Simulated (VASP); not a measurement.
# InSe in VASP: single point with PBE+D3(BJ)

Aim: the single point of InSe with PBE+D3(BJ).

Everything below comes from runs of VASP 6.6.1. Logs are shortened: lines on timing, memory, paths and dates and some standing lists are left out, and cuts for length are marked.

## Step 1: The cell of the first run

The cell holds a slab with vacuum, 8 atoms: a = 4.027 Å, b = 4.027 Å, c = 28.271 Å, α = 90.00°, β = 90.00°, γ = 120.00°.

## Step 2: Single point, PBE+D3(BJ) (layers slid over each other)

INCAR

```
PREC = Accurate
ENCUT = 520
EDIFF = 1E-6
ISMEAR = 0
SIGMA = 0.05
LREAL = F
LASPH = T
NELM = 80
ALGO = Normal
ISIF = 2
LWAVE = F
LCHARG = F
LDIPOL = T
IDIPOL = 3
DIPOL = 0.5 0.5 0.413
GGA = PE
IVDW = 12
NBANDS = 48
```

KPOINTS

```
Automatic mesh
0
Gamma
  9 9 1
```

POSCAR

```
InSe
1.0
    4.0266103653      0.0000000000      0.0000000000
   -2.0133051827      3.4871468675      0.0000000000
    0.0000000000      0.0000000000     28.2707107737
Se In
4 4
Direct
    0.0000000000      0.0000000000      0.1591753400
    0.0000000000      0.0000000000      0.3496677344
    0.0000000000      0.4444444444      0.4755931145
    0.0000000000      0.4444444444      0.6660855089
    0.6666666667      0.3333333333      0.2049979902
    0.6666666667      0.3333333333      0.3038451596
    0.6666666667      0.7777777778      0.5214157648
    0.6666666667      0.7777777778      0.6202629341
```

Potentials or basis: VASP PAW PBE potentials, release 64 (Se, In_d).

Run with:

```bash
$ cat potpaw_PBE.64/Se/POTCAR potpaw_PBE.64/In_d/POTCAR > POTCAR
$ mpirun -np 1 vasp_std > vasp.out
```

OUTCAR:

```text
PREC = Accurate
   ENCUT = 520
   EDIFF = 1E-6
   ISMEAR = 0
   LREAL = F
   LASPH = T
   NELM = 80
   ISIF = 2
   GGA = PE
   IVDW = 12
 IVDW          = 12

 ion  position               nearest neighbor table
   1  0.000  0.000  0.159-   5 2.66   5 2.66   5 2.66
   2  0.000  0.000  0.350-   6 2.66   6 2.66   6 2.66
   3  0.000  0.444  0.476-   7 2.66   7 2.66   7 2.66
   4  0.000  0.444  0.666-   8 2.66   8 2.66   8 2.66
   5  0.667  0.333  0.205-   1 2.66   1 2.66   1 2.66   6 2.79
   6  0.667  0.333  0.304-   2 2.66   2 2.66   2 2.66   5 2.79
   7  0.667  0.778  0.521-   3 2.66   3 2.66   3 2.66   8 2.79
   8  0.667  0.778  0.620-   4 2.66   4 2.66   4 2.66   7 2.79

  LATTYP: Found a hexagonal cell.
 ALAT       =     4.0266103653
 C/A-ratio  =     7.0209700490

  Lattice vectors:

 A1 = (   4.0266103653,   0.0000000000,   0.0000000000)
 A2 = (  -2.0133051827,   3.4871468675,   0.0000000000)
 A3 = (   0.0000000000,   0.0000000000,  28.2707107737)

Analysis of symmetry for initial positions (statically):
=====================================================================
 Subroutine PRICEL returns:
 Original cell was already a primitive cell.

 Routine SETGRP: Setting up the symmetry group for a
 hexagonal supercell.

 Subroutine GETGRP returns: Found  2 space group operations
 (whereof  1 operations were pure point group operations)
 out of a pool of 24 trial point group operations.

The static configuration has the point symmetry C_1 .
 The point group associated with its full space group is C_2 .

Analysis of symmetry for dynamics (positions and initial velocities):
=====================================================================
 Subroutine PRICEL returns:
 Original cell was already a primitive cell.

 Routine SETGRP: Setting up the symmetry group for a
 hexagonal supercell.

 Subroutine GETGRP returns: Found  2 space group operations
 (whereof  1 operations were pure point group operations)
 out of a pool of 24 trial point group operations.

The dynamic configuration has the point symmetry C_1 .
 The point group associated with its full space group is C_2 .

 Subroutine INISYM returns: Found  2 space group operations
 (whereof  1 operations are pure point group operations),
 and found     1 'primitive' translations

----------------------------------------------------------------------------------------

                                     Primitive cell

  volume of cell :     396.9598

  direct lattice vectors                    reciprocal lattice vectors
     4.026610365  0.000000000  0.000000000     0.248347843  0.143383694  0.000000000
    -2.013305183  3.487146867  0.000000000     0.000000000  0.286767388  0.000000000
     0.000000000  0.000000000 28.270710774     0.000000000  0.000000000  0.035372298

  length of vectors
     4.026610365  4.026610365 28.270710774     0.286767388  0.286767388  0.035372298

  position of ions in fractional coordinates (direct lattice)
     0.000000000  0.000000000  0.159175340
     0.000000000  0.000000000  0.349667734
     0.000000000  0.444444444  0.475593115
     0.000000000  0.444444444  0.666085509
     0.666666667  0.333333333  0.204997990
     0.666666667  0.333333333  0.303845160
     0.666666667  0.777777778  0.521415765
     0.666666667  0.777777778  0.620262934

  ion indices of the primitive-cell ions
   primitive index   ion index
                 1           1
                 2           2
                 3           3
                 4           4
                 5           5
                 6           6
                 7           7
                 8           8

----------------------------------------------------------------------------------------

 KPOINTS: Automatic mesh

Automatic generation of k-mesh.
 Grid dimensions read from file:
 generate k-points for:    9    9    1

 Generating k-lattice:

  Cartesian coordinates                     Fractional coordinates (reciprocal lattice)
     0.027594205  0.015931522  0.000000000     0.111111111  0.000000000  0.000000000
     0.000000000  0.031863043  0.000000000     0.000000000  0.111111111  0.000000000
     0.000000000  0.000000000  0.035372298     0.000000000  0.000000000  1.000000000

  Length of vectors
     0.031863043  0.031863043  0.035372298

  Shift w.r.t. Gamma in fractional coordinates (k-lattice)
     0.000000000  0.000000000  0.000000000

 Subroutine IBZKPT returns following result:
 ===========================================

 Found     25 irreducible k-points:

 Following reciprocal coordinates:
            Coordinates               Weight
  0.000000  0.000000  0.000000      1.000000
  0.111111  0.000000  0.000000      2.000000
  0.000000  0.111111  0.000000      4.000000
  0.222222 -0.000000  0.000000      2.000000
  0.000000  0.222222  0.000000      4.000000
  0.333333  0.000000  0.000000      2.000000
[... 16 lines left out ...]
 -0.222222 -0.444444  0.000000      4.000000
  0.444444  0.333333  0.000000      4.000000
   k-points           NKPTS =     25   k-points in BZ     NKDIM =     25   number of bands    NBANDS=     48
   number of dos      NEDOS =    301   number of ions     NIONS =      8
   total plane-waves  NPLWV = 189000
   dimension x,y,z NGX =    30 NGY =   30 NGZ =  210
   dimension x,y,z NGXF=    60 NGYF=   60 NGZF=  420
   ions per type =               4   4
   NGX,Y,Z   is equivalent  to a cutoff of  12.39, 12.39, 12.35 a.u.
   NGXF,Y,Z  is equivalent  to a cutoff of  24.77, 24.77, 24.70 a.u.
 SYSTEM =  unknown system
   PREC   = accura    normal or accurate (medium, high low for compatibility)
   ISTART =      0    job   : 0-new  1-cont  2-samecut
   ICHARG =      2    charge: 1-file 2-atom 10-const
   ISPIN  =      1    spin polarized calculation?
   LNONCOLLINEAR =      F non collinear calculations
   LSORBIT =      F    spin-orbit coupling
   LASPH  =      T    aspherical Exc in radial PAW
   ENCUT  =  520.0 eV  38.22 Ry    6.18 a.u.   7.49  7.49 52.56*2*pi/ulx,y,z
   NELM   =     80;   NELMIN=  2; NELMDL= -5     # of ELM steps
   EDIFF  = 0.1E-05   stopping-criterion for ELM
   LREAL  =      F    real-space projection
   EDIFFG = 0.1E-04   stopping-criterion for IOM
   NSW    =      0    number of steps for IOM
   IBRION =     -1    ionic relax: 0-MD 1-quasi-New 2-CG
   NFREE  =      0    steps in history (QN), initial steepest desc. (CG)
   ISIF   =      2    stress and relaxation
   ISYM   =      2    0-nonsym 1-usesym 2-fastsym
   POTIM  = 0.5000    time-step for ionic-motion
   TEBEG  =    0.0;   TEEND  =   0.0 temperature during run
   PSTRESS=    0.0 pullay stress
   NELECT =      76.0000    total number of electrons
   NUPDOWN=      -1.0000    fix difference up-down
   EMIN   =  10.00;   EMAX   =-10.00  energy-range for DOS
   EFERMI =   0.00;   METHOD = LEGACY
   ISMEAR =     0;   SIGMA  =   0.05  broadening in eV -4-tet -1-fermi 0-gaus
   EFERMI_NEDOS =   21; number of points for ismear=-14 and -15
   IALGO  =     38    algorithm
   IMIX   =      4    mixing-type and parameters
     AMIX     =   0.40;   BMIX     =  1.00
     AMIX_MAG =   1.60;   BMIX_MAG =  1.00
  volume/ion in A,a.u.               =      49.62       334.85
  Fermi-wavevector in a.u.,A,eV,Ry     =   0.943548  1.783047 12.113024  0.890282
  Thomas-Fermi vector in A             =   2.071266
   LORBIT       =      0    0 simple, 1 ext, 2 COOP (PROOUT), +10 PAW based schemes
   GGA     = PE    functional components
   LHFCALC =     F    Hartree Fock is set to
   AEXX    =    0.0000 exact exchange contribution
   IVDW    =    12    specifies the selected vdW correction
   LEPSILON=     F    determine dielectric tensor
   LRPA    =     F    only Hartree local field effects (RPA)
 non-spin polarized calculation
 Gauss-broadening in eV      SIGMA  =   0.05
  energy-cutoff  :      520.00
  volume of cell :      396.96
 maximum number of plane-waves:     10749
 NGX is ok and might be reduce to    30
   NGX = 15   NGY = 15   NGZ =105

 number of electron      75.9999999 magnetization

 dipolmoment           0.000000      0.000000     -0.000026 electrons x Angstroem

 Free energy of the ion-electron system (eV)
  ---------------------------------------------------
  ext. energy  EPLUGINS =         0.00000000
  ---------------------------------------------------
  free energy    TOTEN  =       -28.40099144 eV

  energy without entropy =      -28.40099144  energy(sigma->0) =      -28.40099144

 E-fermi :  -0.0522     XC(G=0):  -5.6865

 val. band max:       -0.2702773992   @ k =   0.1111   0.0000   0.0000
 cond. band min:       0.9495273329   @ k =   0.0000   0.0000   0.0000
 fundamental gap:      1.2198047321
 Fermi energy:        -0.0521616114

 k-point     1 :       0.0000    0.0000    0.0000
  band No.  band energies     occupation
      1     -14.5175      2.00000
      2     -14.5173      2.00000
      3     -14.3342      2.00000
      4     -14.3341      2.00000
      5     -14.3339      2.00000
      6     -14.3337      2.00000
[... 40 lines left out ...]
     47       5.0290      0.00000
     48       5.2052      0.00000

 k-point     2 :       0.1111    0.0000    0.0000
  band No.  band energies     occupation
      1     -14.5169      2.00000
      2     -14.5167      2.00000
      3     -14.3744      2.00000
      4     -14.3732      2.00000
      5     -14.3322      2.00000
      6     -14.3320      2.00000
[... 40 lines left out ...]
     47       5.0988      0.00000
     48       5.1783      0.00000

 k-point     3 :       0.0000    0.1111    0.0000
  band No.  band energies     occupation
      1     -14.5168      2.00000
      2     -14.5167      2.00000
      3     -14.3742      2.00000
      4     -14.3731      2.00000
      5     -14.3323      2.00000
      6     -14.3323      2.00000
[... 1060 lines left out ...]
     47       5.2962      0.00000
     48       5.3222      0.00000

 k-point    24 :       0.4444    0.3333    0.0000
  band No.  band energies     occupation
      1     -14.6228      2.00000
      2     -14.6209      2.00000
      3     -14.5246      2.00000
      4     -14.5228      2.00000
      5     -14.4605      2.00000
      6     -14.4603      2.00000
[... 40 lines left out ...]
     47       5.2707      0.00000
     48       5.3364      0.00000

 [... further k-points ...]

------------------------ aborting loop because EDIFF is reached ----------------------------------------

 vacuum level on the upper side and lower side of the slab       (xc-potential included)        -0.125        -0.125

 Edisp (eV)   -1.98826

 E8    (eV) :    -0.9323

  FORCE on cell =-STRESS in cart. coord.  units (eV):
  Direction    XX          YY          ZZ          XY          YZ          ZX
  --------------------------------------------------------------------------------------
  -------------------------------------------------------------------------------------
  Total      -0.08509    -0.03526    -0.43691    -0.04315     0.04512    -0.02605
  in kB      -0.34342    -0.14231    -1.76344    -0.17417     0.18209    -0.10513
  external pressure =       -0.75 kB  Pullay stress =        0.00 kB

 VOLUME and BASIS-vectors are now :
 -----------------------------------------------------------------------------
  energy-cutoff  :      520.00
  volume of cell :      396.96
      direct lattice vectors                 reciprocal lattice vectors
     4.026610365  0.000000000  0.000000000     0.248347843  0.143383694  0.000000000
    -2.013305183  3.487146867  0.000000000     0.000000000  0.286767388  0.000000000
     0.000000000  0.000000000 28.270710774     0.000000000  0.000000000  0.035372298

 POSITION                                       TOTAL-FORCE (eV/Angst)
 -----------------------------------------------------------------------------------
      0.00000      0.00000      4.50000        -0.000275     -0.000569     -0.011971
      0.00000      0.00000      9.88536         0.002515     -0.012848      0.069095
     -0.89480      1.54984     13.44536        -0.009869      0.008602     -0.069095
     -0.89480      1.54984     18.83071        -0.000630      0.000047      0.011971
      2.01331      1.16238      5.79544        -0.000406     -0.001233      0.014495
      2.01331      1.16238      8.58992         0.004381      0.003884      0.020696
      1.11850      2.71223     14.74079         0.005554      0.001853     -0.020696
      1.11850      2.71223     17.53527        -0.001270      0.000265     -0.014495
 -----------------------------------------------------------------------------------
    total drift:                                0.000229      0.000311     -0.003171

  FREE ENERGIE OF THE ION-ELECTRON SYSTEM (eV)
  ---------------------------------------------------
  free  energy   TOTEN  =       -30.3892550796 eV

  energy  without entropy=      -30.3892550796  energy(sigma->0) =      -30.38925508

 vacuum level on the upper side and lower side of the slab         5.382         5.382
```

Wall time 15 min (1 thread of Intel Xeon Platinum 8259CL at 2.50GHz (Skylake/Cascade Lake), shared host); peak memory 0.66 GiB.

Results:

```yaml
Free_energy: -30.3893 eV
Largest_force: 0.070 eV/Å
Band_gap_on_the_k_mesh: 1.22 eV (least direct gap 1.26 eV)
Dispersion_energy_per_atom: -0.249 eV
```

Forces on the atoms (eV/Å):
```
Se   0.000 -0.001 -0.012
Se   0.003 -0.013  0.069
Se  -0.010  0.009 -0.069
Se  -0.001  0.000  0.012
In   0.000 -0.001  0.014
In   0.004  0.004  0.021
In   0.006  0.002 -0.021
In  -0.001  0.000 -0.014
```

Caveat: the cell differs from its parent crystal (layers slid over each other); spin-orbit coupling is left out, which moves the levels of the heavy elements.
